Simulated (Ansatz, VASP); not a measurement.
## Ni: VASP beside Ansatz

```
Ni
1.0
     0.00000    1.76795    1.83867
     1.76795    0.00000    1.83867
     1.76795    1.76795    0.00000
Ni
1
Direct
  0.00000 0.00000 0.00000
```

Change from the starting cell: strain +0.000 along x and y, +0.040 along z, atoms carried along.

Alike in both runs: task single point; functional PBEsol; k mesh 22 × 22 × 22; occupations gaussian, width 0.15 eV; collinear spin.

|  | VASP | Ansatz |
| --- | --- | --- |
| version | VASP 6.6.1 | Ansatz 0.2.0 |
| potentials or method | VASP PAW PBE potentials, release 64 (Ni), cutoff 520 eV | scalar-relativistic, plane waves, PAW |
| valence electrons in the cell | 10 | 18 |

|  | VASP | Ansatz | Ansatz less VASP |
| --- | --- | --- | --- |
| gap on the k mesh at the Fermi level (eV) | none | none | - |
| pressure (GPa) | -17.8 | -18.1 | -0.27 |
| traceless stress, the component that is largest in VASP (GPa) | -2.87 | -2.98 | -0.112 |
| net moment per atom (μB) | 0.64 | 0.65 | +0.011 |
| size of the moment on the site where the two differ most (μB) | 0.66 | 0.69 | +0.037 |

VASP's potentials were made for PBE, not for PBEsol. Site moments also hang on the region over which each program counts them. A gap of «none» marks a metal or a gap that the smearing closes. VASP's potentials hold 10 valence electrons a cell and Ansatz's 18, so a difference there can come from the potentials and not from the codes.
